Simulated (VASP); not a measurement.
Here is a VASP 6.6.1 calculation.

INCAR

```
SYSTEM = AlGa3Sb2
PREC = Accurate
ENCUT = 520
EDIFF = 1E-6
ISMEAR = 0
SIGMA = 0.1
LREAL = .FALSE.
LASPH = .TRUE.
NELM = 80
ALGO = Normal
ISIF = 2
LWAVE = .FALSE.
LCHARG = .TRUE.
GGA = PE
LELF = .TRUE.
LVHAR = .TRUE.
NBANDS = 35
```

File KPOINTS:

```
Automatic mesh
0
G
  6 6 2
  0 0 0
```

Contents of POSCAR:

```
AlGa3Sb2
1.0
    4.4900848800      0.0000000000      0.0000000000
   -2.2450424400      3.8885275700      0.0000000000
    0.0000000000      0.0000000000      8.1951744700
Al Ga Sb
1 3 2
Direct
    0.0000000000      0.0000000000      0.0000000000
    0.3333333300      0.6666666700      0.5000000000
    0.6666666700      0.3333333300      0.5000000000
    0.0000000000      0.0000000000      0.5000000000
    0.0000000000      0.0000000000      0.7508386300
    0.0000000000      0.0000000000      0.2491613700
```

Potentials or basis: VASP PAW PBE potentials, release 64 (Al, Ga_d, Sb).

Command:

```bash
$ cat potpaw_PBE.64/Al/POTCAR potpaw_PBE.64/Ga_d/POTCAR potpaw_PBE.64/Sb/POTCAR > POTCAR
$ mpirun -np 1 vasp_std > vasp.out
```

Task: Predict the pressure.

Result: 40.0 GPa.

Task: What does it give for the band gap on the k mesh?

Result: Zero (band 26 reaches 6.31 eV, above the bottom of band 27 at 5.05 eV).

Task: What does it give for the largest force?

Result: 1.759 eV/Å.

Stress tensor (GPa, compression positive):
```
12.48  0.00  0.00
 0.00 12.48  0.00
 0.00  0.00 94.92
```

Caveat: the k points lie up to 0.38 Å⁻¹ apart; spin-orbit coupling is left out, which moves the levels of the heavy elements; forces of over 1 eV/Å act on the atoms, so gaps and moduli don't describe the material at rest.
